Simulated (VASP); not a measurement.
MgS:

```
Mg S
1.0
     0.00000    2.60152    2.60152
     2.60152    0.00000    2.60152
     2.60152    2.60152    0.00000
Mg S
1 1
Direct
  0.00000 0.00000 0.00000
  0.50000 0.50000 0.50000
```

Program: VASP 6.6.1. Alike in all runs: task single point; no spin polarisation; cell as given.

Task: Order these runs on this cell by their pressure, lowest first.
A. level r2SCAN; potentials or basis VASP PAW PBE potentials, release 64 (Mg, S); k mesh 6 × 6 × 6; cutoff (eV) 660; smearing methfessel-paxton 0.001 eV
B. level PBE; potentials or basis VASP PAW PBE potentials, release 64 (Mg, S); k mesh 4 × 4 × 4; cutoff (eV) 600; smearing gaussian 0.01 eV
C. level LDA; potentials or basis VASP PAW LDA potentials, release 64 (Mg, S); k mesh 6 × 6 × 6; cutoff (eV) 600; smearing gaussian 0.01 eV

Result: C (-3.8 GPa), A (-0.4 GPa), B (1.3 GPa).

Caveats: some runs use coarse meshes; the PAW data sets were made with another functional, which shifts forces and pressure a little (at least some runs); the cell stands under tension (at least some runs).
